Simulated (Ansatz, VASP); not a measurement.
**One calculation of InGaAs2, two programs**

Contents of POSCAR:

```
InGaAs2
1.0
    4.3940012495      0.0000000000      0.0000000000
    0.0000000000      4.3940012495      0.0000000000
    0.0000000000      0.0000000000      5.9621480000
In Ga As
1 1 2
Direct
    0.0000000000      0.0000000000      0.5000000000
    0.5000000000      0.5000000000      0.0000000000
    0.5000000000      0.0000000000      0.7684750000
    0.0000000000      0.5000000000      0.2315250000
```

Contents of INCAR.step1:

```
SYSTEM = InGaAs2
PREC = Accurate ; ENCUT = 520
ISMEAR = 0 ; SIGMA = 0.03
LREAL = .FALSE. ; LASPH = .TRUE.
NELM = 80 ; NBANDS = 26
GGA = PE ; ALGO = Normal
EDIFF = 1E-4 ; LWAVE = .TRUE.
LCHARG = .FALSE.
```

INCAR.step2

```
SYSTEM = InGaAs2
PREC = Accurate ; ENCUT = 520
EDIFF = 1E-7 ; ISMEAR = 0
SIGMA = 0.03 ; LREAL = .FALSE.
LASPH = .TRUE. ; NELM = 80
ALGO = Normal ; ISIF = 2
LWAVE = .FALSE. ; LCHARG = .TRUE.
METAGGA = R2SCAN ; LMIXTAU = .TRUE.
LELF = .TRUE. ; LVHAR = .TRUE.
NBANDS = 26 ; ISTART = 1
```

KPOINTS

```
regular mesh
0
G
  8 8 6
  0 0 0
```

Input for Ansatz:

```yaml
crystal:
  lattice:
    - [4.3940012495, 0.0, 0.0]
    - [0.0, 4.3940012495, 0.0]
    - [0.0, 0.0, 5.962148]
  atoms:
    - { symbol: In, position: [0.0, 0.0, 0.5] }
    - { symbol: Ga, position: [0.5, 0.5, 0.0] }
    - { symbol: As, position: [0.5, 0.0, 0.768475] }
    - { symbol: As, position: [0.0, 0.5, 0.231525] }
basis:
  ecutwfc: 500
kpoints:
  mp_grid: { grid: [8, 8, 6] }
hamiltonian:
  xc: r2scan
scf:
  occupations: { method: gaussian, width: 0.03 }
output:
  forces: true
  stress: true
  eigenvalues: true
```

Change from the starting cell: strain +0.0400 x Voigt [1, 1, 0, 0, 0, 0], atoms carried along.

Alike in both runs: task single point; functional r2SCAN; k mesh 8 × 8 × 6; occupations gaussian, width 0.03 eV; no spin polarisation.

|  | VASP | Ansatz |
| --- | --- | --- |
| version | VASP 6.6.1 | Ansatz 0.2.0 |
| potentials or method | VASP PAW PBE potentials, release 64 (In_d, Ga_d, As), cutoff 520 eV | scalar-relativistic, plane waves, PAW |
| valence electrons in the cell | 36 | 56 |

```csv
,VASP,Ansatz,Ansatz less VASP
gap on the k mesh at the Fermi level (eV),0.09,0.09,0.000
least direct gap on the mesh (eV),0.09,0.09,0.000
pressure (GPa),-5.7,-5.7,0.00
"traceless stress, the component that is largest in VASP (GPa)",1.36,1.37,+0.009
rms of the force components (eV/Å),0.008,0.007,-0.0008
```

VASP's potentials were made for PBE, not for r2SCAN. Atom by atom the forces differ by 0.001 eV/Å (rms over components). VASP's potentials hold 36 valence electrons a cell and Ansatz's 56, so a difference there can come from the potentials and not from the codes.
